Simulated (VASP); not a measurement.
# BN (P6_3mc) in VASP: further runs

Runs on BN. Level: r2SCAN. Tasks: dielectric tensor.

Everything below comes from runs of VASP 6.6.1. Logs are shortened: lines on timing, memory, paths and dates and some standing lists are left out, and cuts for length are marked.

## 1. The cell of the first run

It takes space group P6_3mc (No. 186, hexagonal). The conventional cell has a = 2.442 Å, b = 2.442 Å, c = 4.040 Å, α = 90.00°, β = 90.00°, γ = 120.00°. B (site symmetry 3m) has 4 N at 1.50 to 1.51 Å within 2.0 Å. N (site symmetry 3m) has 4 B at 1.50 to 1.51 Å within 2.0 Å.

## 2. Dielectric tensor, r2SCAN (strain -4.0%)

Contents of INCAR:

```
PREC = Accurate ; ENCUT = 520
EDIFF = 1E-8 ; ISMEAR = 0
SIGMA = 0.01 ; LREAL = False
LASPH = True ; NELM = 80
ALGO = Normal ; ISIF = 2
LWAVE = False ; LCHARG = False
METAGGA = R2SCAN ; LMIXTAU = True
LCALCEPS = True
```

Contents of KPOINTS:

```
Automatic mesh
0
Gamma
  9 9 6
```

Contents of POSCAR:

```
BN
1.0
    2.4421919996      0.0000000000      0.0000000000
   -1.2210959998      2.1150003125      0.0000000000
    0.0000000000      0.0000000000      4.0395027278
B N
2 2
Direct
    0.3333333333      0.6666666667      0.0006174658
    0.6666666667      0.3333333333      0.5006174658
    0.3333333333      0.6666666667      0.3743825342
    0.6666666667      0.3333333333      0.8743825342
```

Potentials or basis: VASP PAW PBE potentials, release 64 (B, N).

Command:

```console
$ cat potpaw_PBE.64/B/POTCAR potpaw_PBE.64/N/POTCAR > POTCAR
$ mpirun -np 1 vasp_std > vasp.out
```

OUTCAR:

```text
PREC = Accurate
   ENCUT = 520
   EDIFF = 1E-8
   ISMEAR = 0
   LREAL = False
   LASPH = True
   NELM = 80
   ISIF = 2
   METAGGA = R2SCAN

 ion  position               nearest neighbor table
   1  0.333  0.667  0.001-   4 1.50   4 1.50   4 1.50   3 1.51
   2  0.667  0.333  0.501-   3 1.50   3 1.50   3 1.50   4 1.51
   3  0.333  0.667  0.374-   2 1.50   2 1.50   2 1.50   1 1.51
   4  0.667  0.333  0.874-   1 1.50   1 1.50   1 1.50   2 1.51

  LATTYP: Found a hexagonal cell.
 ALAT       =     2.4421919996
 C/A-ratio  =     1.6540479735

  Lattice vectors:

 A1 = (   2.4421919996,   0.0000000000,   0.0000000000)
 A2 = (  -1.2210959998,   2.1150003125,   0.0000000000)
 A3 = (   0.0000000000,   0.0000000000,   4.0395027278)

Analysis of symmetry for initial positions (statically):
=====================================================================
 Subroutine PRICEL returns:
 Original cell was already a primitive cell.

 Routine SETGRP: Setting up the symmetry group for a
 hexagonal supercell.

 Subroutine GETGRP returns: Found 12 space group operations
 (whereof  6 operations were pure point group operations)
 out of a pool of 24 trial point group operations.

The static configuration has the point symmetry C_3v.
 The point group associated with its full space group is C_6v.

Analysis of symmetry for dynamics (positions and initial velocities):
=====================================================================
 Subroutine PRICEL returns:
 Original cell was already a primitive cell.

 Routine SETGRP: Setting up the symmetry group for a
 hexagonal supercell.

 Subroutine GETGRP returns: Found 12 space group operations
 (whereof  6 operations were pure point group operations)
 out of a pool of 24 trial point group operations.

The dynamic configuration has the point symmetry C_3v.
 The point group associated with its full space group is C_6v.

 Subroutine INISYM returns: Found 12 space group operations
 (whereof  6 operations are pure point group operations),
 and found     1 'primitive' translations

----------------------------------------------------------------------------------------

                                     Primitive cell

  volume of cell :      20.8650

  direct lattice vectors                    reciprocal lattice vectors
     2.442192000  0.000000000  0.000000000     0.409468216  0.236406584  0.000000000
    -1.221096000  2.115000312  0.000000000     0.000000000  0.472813169  0.000000000
     0.000000000  0.000000000  4.039502728     0.000000000  0.000000000  0.247555223

  length of vectors
     2.442192000  2.442192000  4.039502728     0.472813169  0.472813169  0.247555223

  position of ions in fractional coordinates (direct lattice)
     0.333333333  0.666666667  0.000617466
     0.666666667  0.333333333  0.500617466
     0.333333333  0.666666667  0.374382534
     0.666666667  0.333333333  0.874382534

  ion indices of the primitive-cell ions
   primitive index   ion index
                 1           1
                 2           2
                 3           3
                 4           4

----------------------------------------------------------------------------------------

 KPOINTS: Automatic mesh

Automatic generation of k-mesh.
 Grid dimensions read from file:
 generate k-points for:    9    9    6

 Generating k-lattice:

  Cartesian coordinates                     Fractional coordinates (reciprocal lattice)
     0.045496468  0.026267398  0.000000000     0.111111111  0.000000000  0.000000000
     0.000000000  0.052534797  0.000000000     0.000000000  0.111111111  0.000000000
     0.000000000  0.000000000  0.041259204     0.000000000  0.000000000  0.166666667

  Length of vectors
     0.052534797  0.052534797  0.041259204

  Shift w.r.t. Gamma in fractional coordinates (k-lattice)
     0.000000000  0.000000000  0.000000000

 Subroutine IBZKPT returns following result:
 ===========================================

 Found     48 irreducible k-points:

 Following reciprocal coordinates:
            Coordinates               Weight
  0.000000  0.000000  0.000000      1.000000
  0.111111  0.000000  0.000000      6.000000
  0.222222 -0.000000  0.000000      6.000000
  0.333333 -0.000000  0.000000      6.000000
  0.444444 -0.000000  0.000000      6.000000
  0.111111  0.111111  0.000000      6.000000
[... 16 lines left out ...]
  0.333333  0.222222  0.166667     24.000000
  0.333333  0.333333  0.166667      4.000000
 [... further k-points ...]
   k-points           NKPTS =     48   k-points in BZ     NKDIM =     48   number of bands    NBANDS=     12
   number of dos      NEDOS =    301   number of ions     NIONS =      4
   total plane-waves  NPLWV =   9720
   dimension x,y,z NGX =    18 NGY =   18 NGZ =   30
   dimension x,y,z NGXF=    36 NGYF=   36 NGZF=   60
   ions per type =               2   2
   NGX,Y,Z   is equivalent  to a cutoff of  12.25, 12.25, 12.35 a.u.
   NGXF,Y,Z  is equivalent  to a cutoff of  24.51, 24.51, 24.69 a.u.
 SYSTEM =  unknown system
   PREC   = accura    normal or accurate (medium, high low for compatibility)
   ISTART =      0    job   : 0-new  1-cont  2-samecut
   ICHARG =      2    charge: 1-file 2-atom 10-const
   ISPIN  =      1    spin polarized calculation?
   LNONCOLLINEAR =      F non collinear calculations
   LSORBIT =      F    spin-orbit coupling
   LASPH  =      T    aspherical Exc in radial PAW
   ENCUT  =  520.0 eV  38.22 Ry    6.18 a.u.   4.54  4.54  7.51*2*pi/ulx,y,z
   NELM   =     80;   NELMIN=  2; NELMDL= -5     # of ELM steps
   EDIFF  = 0.1E-07   stopping-criterion for ELM
   LREAL  =      F    real-space projection
   EDIFFG = 0.1E-06   stopping-criterion for IOM
   NSW    =      0    number of steps for IOM
   IBRION =     -1    ionic relax: 0-MD 1-quasi-New 2-CG
   NFREE  =      0    steps in history (QN), initial steepest desc. (CG)
   ISIF   =      2    stress and relaxation
   ISYM   =      2    0-nonsym 1-usesym 2-fastsym
   POTIM  = 0.5000    time-step for ionic-motion
   TEBEG  =    0.0;   TEEND  =   0.0 temperature during run
   PSTRESS=    0.0 pullay stress
   NELECT =      16.0000    total number of electrons
   NUPDOWN=      -1.0000    fix difference up-down
   EMIN   =  10.00;   EMAX   =-10.00  energy-range for DOS
   EFERMI =   0.00;   METHOD = LEGACY
   ISMEAR =     0;   SIGMA  =   0.01  broadening in eV -4-tet -1-fermi 0-gaus
   EFERMI_NEDOS =   21; number of points for ismear=-14 and -15
   IALGO  =     38    algorithm
   IMIX   =      4    mixing-type and parameters
     AMIX     =   0.40;   BMIX     =  1.00
     AMIX_MAG =   1.60;   BMIX_MAG =  1.00
  volume/ion in A,a.u.               =       5.22        35.20
  Fermi-wavevector in a.u.,A,eV,Ry     =   1.498449  2.831659 30.549854  2.245351
  Thomas-Fermi vector in A             =   2.610207
   LORBIT       =      0    0 simple, 1 ext, 2 COOP (PROOUT), +10 PAW based schemes
   METAGGA = R2SCAN    functional components
   LHFCALC =     F    Hartree Fock is set to
   AEXX    =    0.0000 exact exchange contribution
   IVDW    =     0    specifies the selected vdW correction
   LEPSILON=     F    determine dielectric tensor
   LRPA    =     F    only Hartree local field effects (RPA)
   LRPA       =     F
 non-spin polarized calculation
 Gauss-broadening in eV      SIGMA  =   0.01
  energy-cutoff  :      520.00
  volume of cell :       20.86
 maximum number of plane-waves:       580
 NGX is ok and might be reduce to    18
   NGX =  9   NGY =  9   NGZ = 15

 Total electronic dipole moment: p[elc]=(     0.00000    -0.00000     0.00010 ) |e| Angst

 number of electron      16.0000002 magnetization

 Free energy of the ion-electron system (eV)
  ---------------------------------------------------
  ext. energy  EPLUGINS =         0.00000000
  ---------------------------------------------------
  free energy    TOTEN  =       -37.77441016 eV

  energy without entropy =      -37.77441016  energy(sigma->0) =      -37.77441016

 E-fermi :   9.1190     XC(G=0): -14.3083

 val. band max:        9.0626213262   @ k =   0.0000   0.0000   0.0000
 cond. band min:   10000.0000000000   @ k =   0.0000   0.0000   0.0000
 fundamental gap:   9990.9373786738
 Fermi energy:         9.1190163025

 k-point     1 :       0.0000    0.0000    0.0000
  band No.  band energies     occupation
      1     -13.9753      2.00000
      2      -9.1276      2.00000
      3      -3.5550      2.00000
      4       6.5523      2.00000
      5       6.5523      2.00000
      6       8.6854      2.00000
      7       9.0626      2.00000
      8       9.0626      2.00000
      9   10000.0000      0.00000
     10   10000.0000      0.00000
     11   10000.0000      0.00000
     12   10000.0000      0.00000

 k-point     2 :       0.1111    0.0000    0.0000
  band No.  band energies     occupation
      1     -13.6691      2.00000
      2      -8.8887      2.00000
      3      -3.2553      2.00000
      4       5.2225      2.00000
      5       5.9814      2.00000
      6       7.9715      2.00000
      7       8.3770      2.00000
      8       8.7410      2.00000
      9   10000.0000      0.00000
     10   10000.0000      0.00000
     11   10000.0000      0.00000
     12   10000.0000      0.00000

 k-point     3 :       0.2222   -0.0000    0.0000
  band No.  band energies     occupation
      1     -12.7663      2.00000
      2      -8.2343      2.00000
      3      -2.3783      2.00000
      4       2.3770      2.00000
      5       4.8355      2.00000
      6       5.5135      2.00000
      7       7.4408      2.00000
      8       7.9424      2.00000
      9   10000.0000      0.00000
     10   10000.0000      0.00000
     11   10000.0000      0.00000
     12   10000.0000      0.00000
[... 286 lines left out ...]
 k-point    23 :       0.3333    0.2222    0.1667
  band No.  band energies     occupation
      1      -8.8228      2.00000
      2      -7.3358      2.00000
      3      -1.4796      2.00000
      4      -0.1779      2.00000
      5       0.9947      2.00000
      6       2.4564      2.00000
      7       3.5042      2.00000
      8       4.6745      2.00000
      9   10000.0000      0.00000
     10   10000.0000      0.00000
     11   10000.0000      0.00000
     12   10000.0000      0.00000

 k-point    24 :       0.3333    0.3333    0.1667
  band No.  band energies     occupation
      1      -7.7348      2.00000
      2      -7.7348      2.00000
      3      -1.5800      2.00000
      4       0.1612      2.00000
      5       0.1612      2.00000
      6       2.1555      2.00000
      7       3.6528      2.00000
      8       3.6528      2.00000
      9   10000.0000      0.00000
     10   10000.0000      0.00000
     11   10000.0000      0.00000
     12   10000.0000      0.00000

 [... further k-points ...]

------------------------ aborting loop because EDIFF is reached ----------------------------------------

            Ionic dipole moment: p[ion]=(     0.00000     0.00000    -1.01985 ) |e| Angst

 Total electronic dipole moment: p[elc]=(     0.00000     0.00000     0.00413 ) |e| Angst

 MACROSCOPIC STATIC DIELECTRIC TENSOR (including local field effects)
 ------------------------------------------------------
           4.364678     0.000000     0.000000
           0.000000     4.364678     0.000000
           0.000000    -0.000000     4.491513
 ------------------------------------------------------

 PIEZOELECTRIC TENSOR (including local field effects) (e Angst)
          XX          YY          ZZ          XY          YZ          ZX
  --------------------------------------------------------------------------------
  x     0.00000     0.00000     0.00000     0.00000     0.00000     0.86318
  y    -0.00000    -0.00000     0.00000    -0.00000     0.86318     0.00000
  z     0.69287     0.69287    -1.41943    -0.00000     0.00000     0.00000

 PIEZOELECTRIC TENSOR (including local field effects) (C/m^2)
          XX          YY          ZZ          XY          YZ          ZX
  --------------------------------------------------------------------------------
  x     0.00000     0.00000     0.00000     0.00000     0.00000     0.66282
  y    -0.00000    -0.00000     0.00000    -0.00000     0.66282     0.00000
  z     0.53204     0.53204    -1.08995    -0.00000     0.00000     0.00000

 BORN EFFECTIVE CHARGES (including local field effects) (in |e|, cummulative output)
 ---------------------------------------------------------------------------------
 ion    1
    1     1.88930    -0.00000     0.00000
    2     0.00000     1.88930     0.00000
    3     0.00000     0.00000     1.97517
 ion    2
    1     1.88930    -0.00000     0.00000
    2     0.00000     1.88930     0.00000
    3     0.00000    -0.00000     1.97517
 ion    3
    1    -1.88930     0.00000     0.00000
    2     0.00000    -1.88930     0.00000
    3     0.00000     0.00000    -1.97517
 ion    4
    1    -1.88930     0.00000     0.00000
    2     0.00000    -1.88930     0.00000
    3    -0.00000    -0.00000    -1.97517

  FORCE on cell =-STRESS in cart. coord.  units (eV):
  Direction    XX          YY          ZZ          XY          YZ          ZX
  --------------------------------------------------------------------------------------
  -------------------------------------------------------------------------------------
  Total        7.9479662      7.9479662      8.1244483      0.0000000      0.0000000      0.0000000
  in kB      610.3071373    610.3071372    623.8588128      0.0000000      0.0000000      0.0000000
  external PRESSURE =     614.8243624 kB  Pullay stress =       0.0000000 kB

 VOLUME and BASIS-vectors are now :
 -----------------------------------------------------------------------------
  energy-cutoff  :      520.00
  volume of cell :       20.86
      direct lattice vectors                 reciprocal lattice vectors
     2.442192000  0.000000000  0.000000000     0.409468216  0.236406584  0.000000000
    -1.221096000  2.115000312  0.000000000     0.000000000  0.472813169  0.000000000
     0.000000000  0.000000000  4.039502728     0.000000000  0.000000000  0.247555223

 POSITION                                       TOTAL-FORCE (eV/Angst)
 -----------------------------------------------------------------------------------
     -0.00000      1.41000      0.00249        -0.000000     -0.000000      0.003330
      1.22110      0.70500      2.02225         0.000000      0.000000      0.003330
     -0.00000      1.41000      1.51232        -0.000000      0.000000     -0.003330
      1.22110      0.70500      3.53207        -0.000000      0.000000     -0.003330
 -----------------------------------------------------------------------------------
    total drift:                                0.000000      0.000000      0.000608

  FREE ENERGIE OF THE ION-ELECTRON SYSTEM (eV)
  ---------------------------------------------------
  free  energy   TOTEN  =       -37.7744101612 eV

  energy  without entropy=      -37.7744101612  energy(sigma->0) =      -37.77441016
```

Run time: 36 min. Hardware: 1 thread of AMD EPYC 7R13, shared host; peak memory 0.32 GiB.

Results:

| Item | Value |
| --- | --- |
| Band gap on the k mesh | 5.45 eV (least direct gap 9.56 eV) |
| Electronic dielectric tensor (diagonal) | 4.36, 4.36, 4.49 |
| Born charges (mean of the diagonal) | B +1.92; N -1.92 e |

Electronic dielectric tensor:
```
4.36 0.00 0.00
0.00 4.36 0.00
0.00 0.00 4.49
```

Born effective charge tensors (e):
atom 1, B
```
1.89 0.00 0.00
0.00 1.89 0.00
0.00 0.00 1.98
```
atom 2, B
```
1.89 0.00 0.00
0.00 1.89 0.00
0.00 0.00 1.98
```
atom 3, N
```
-1.89  0.00  0.00
 0.00 -1.89  0.00
 0.00  0.00 -1.98
```
atom 4, N
```
-1.89  0.00  0.00
 0.00 -1.89  0.00
 0.00  0.00 -1.98
```

Dipole moments of the cell (e·Å, modulo the quantum): ionic 0.000, 0.000, -1.020; electronic 0.000, 0.000, 0.004

Caveat: the cell differs from its parent crystal (strain -4.0%); the PAW data sets were made with another functional, which shifts forces and pressure a little; an odd mesh through Γ misses points on the zone boundary, where band edges can lie.

(Part 1 of 2 ends here.)
